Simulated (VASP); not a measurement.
Wanted: the native input for a VASP 6.6.1 run.

```yaml
Task: single point
Functional: LDA
Potentials_or_basis: VASP PAW LDA potentials, release 64 (Ag)
Cutoff: 520 eV
k_mesh: 11 × 11 × 11
Occupations: gaussian, width 0.05 eV
Spin: no spin polarisation
Dipole_correction: no
Further_INCAR_settings: ALGO = Normal; EDIFF = 1e-06; NBANDS = 12
```

The structure of Ag lies in POSCAR:

```
Ag
1.0
    2.8265239209      0.0000000000      0.0000000000
    1.4132619604      2.4478415199      0.0000000000
    1.4132619604      0.8159471733      2.3078471173
Ag
1
Direct
    0.0000000000      0.0000000000      0.0000000000
```

One way to write it, as run:

INCAR

```
SYSTEM = Ag
PREC     = Accurate       ! precision mode
ENCUT    = 520            ! plane-wave cutoff, eV
EDIFF    = 1E-6           ! SCF threshold, eV
ISMEAR   = 0              ! smearing method
SIGMA    = 0.05           ! smearing width, eV
LREAL    = .FALSE.        ! projectors in reciprocal space
LASPH    = .TRUE.         ! aspherical terms in the spheres
NELM     = 80             ! most SCF steps
ALGO     = Normal         ! electronic algorithm
ISIF     = 2              ! what is computed and relaxed
LWAVE    = .FALSE.        ! write WAVECAR
LCHARG   = .FALSE.        ! write CHGCAR
NBANDS   = 12             ! bands
```

KPOINTS

```
Automatic mesh
0
G
  11 11 11
  0 0 0
```

Potentials or basis: VASP PAW LDA potentials, release 64 (Ag).

Run with:

```console
$ cat potpaw_LDA.64/Ag/POTCAR > POTCAR
$ mpirun -np 1 vasp_std > vasp.out
```

It gave:

- Pressure: 0.1 GPa

Wall time 17 s on 1 thread of AMD EPYC 7R13 (shared host), peak memory 0.1 GiB.
